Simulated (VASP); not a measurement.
InAuC4N4: single point with PBE

Crystal: InAuC4N4.

```
In C Au N
1.0
     6.36736    0.00000    0.00000
     0.00000    6.36736    0.00000
     0.00000    0.00000    6.36736
In C Au N
1 4 1 4
Direct
  0.00000 0.00000 0.00000
  0.19581 0.19581 0.19581
  0.19581 0.80419 0.80419
  0.80419 0.19581 0.80419
  0.80419 0.80419 0.19581
  0.50000 0.50000 0.50000
  0.30121 0.30121 0.30121
  0.30121 0.69879 0.69879
  0.69879 0.30121 0.69879
  0.69879 0.69879 0.30121
```

- Program: VASP 6.6.1
- Task: single point
- Functional: PBE
- Potentials or basis: VASP PAW PBE potentials, release 64 (In_d, C, Au, N)
- Cutoff: 520 eV
- k mesh: 4 × 4 × 4
- Occupations: gaussian, width 0.1 eV
- Spin: no spin polarisation
- Dipole correction: no
- Further INCAR settings: ALGO = Normal; EDIFF = 1e-06; NBANDS = 41

- Pressure: 0.4 GPa
- Largest force: 0.406 eV/Å
- Band gap on the k mesh: 3.69 eV (least direct gap 3.72 eV)

Forces on the atoms (eV/Å):
```
In   0.000  0.000  0.000
C   -0.229 -0.229 -0.229
C   -0.229  0.229  0.229
C    0.229 -0.229  0.229
C    0.229  0.229 -0.229
Au   0.000  0.000  0.000
N    0.234  0.234  0.234
N    0.234 -0.234 -0.234
N   -0.234  0.234 -0.234
N   -0.234 -0.234  0.234
```

Levels at points of the mesh, in eV from the valence-band top:
| k point | band 28 | band 29 | band 30 | band 31 | band 32 | band 33 |
| --- | --- | --- | --- | --- | --- | --- |
| (0.00, 0.00, 0.00) | -0.18 | -0.18 | -0.18 | 3.82 | 3.82 | 3.82 |
| (0.50, 0.00, 0.00) | -0.13 | -0.01 | -0.01 | 3.71 | 3.71 | 3.94 |
| (0.50, 0.50, 0.00) | -0.14 | 0.00 | 0.00 | 3.84 | 3.84 | 3.87 |
| (0.50, 0.50, 0.50) | -0.12 | -0.12 | -0.12 | 3.99 | 3.99 | 3.99 |

Run time: 67 s on 1 thread of Intel(R) Xeon(R) 6975P-C (Granite Rapids), with other jobs on the host, peak memory 0.38 GiB.

Caveat: spin-orbit coupling is left out, which moves the levels of the heavy elements. A k mesh can miss the band edges.
